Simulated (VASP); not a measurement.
Write the native input for VASP 6.6.1 that does the following.

```
Task                   : single point
Functional             : LDA
Potentials or basis    : VASP PAW LDA potentials, release 64 (Ca_sv, Mg)
Cutoff                 : 520 eV
k mesh                 : 6 × 6 × 6
Occupations            : methfessel-paxton, width 0.05 eV
Spin                   : no spin polarisation
Dipole correction      : no
Further INCAR settings : ALGO = Normal; EDIFF = 1e-06; NBANDS = 24
```

The structure of Ca3Mg lies in POSCAR:

```
Ca3Mg
1.0
    5.8830220000      0.0000000000      0.0000000000
    2.9415110000      5.0948465030      0.0000000000
    2.9415110000      1.6982821677      4.8034673485
Ca Mg
3 1
Direct
    0.5000000000      0.5000000000      0.5000000000
    0.2500000000      0.2500000000      0.2500000000
    0.7500000000      0.7500000000      0.7500000000
    0.0000000000      0.0000000000      0.0000000000
```

The input as run:

INCAR

```
SYSTEM = Ca3Mg
PREC = Accurate
ENCUT = 520
EDIFF = 1E-6
ISMEAR = 1
SIGMA = 0.05
LREAL = .False.
LASPH = .True.
NELM = 100
ALGO = Normal
ISIF = 2
LWAVE = .False.
LCHARG = .False.
GGA = CA
NBANDS = 24
```

KPOINTS

```
regular mesh
0
Gamma
  6 6 6
  0 0 0
```

Potentials or basis: VASP PAW LDA potentials, release 64 (Ca_sv, Mg).

Launch:

```bash
$ cat potpaw_LDA.64/Ca_sv/POTCAR potpaw_LDA.64/Mg/POTCAR > POTCAR
$ mpirun -np 1 vasp_std > vasp.out
```

Results of the run:

| Item | Value |
| --- | --- |
| Pressure | -2.1 GPa |
| Band gap on the k mesh | zero (bands 16 and 17 overlap by 0.16 eV) |

Wall time 51 s on 1 thread of Intel(R) Xeon(R) Platinum 8488C (Sapphire Rapids) (shared host), peak memory 0.27 GiB.
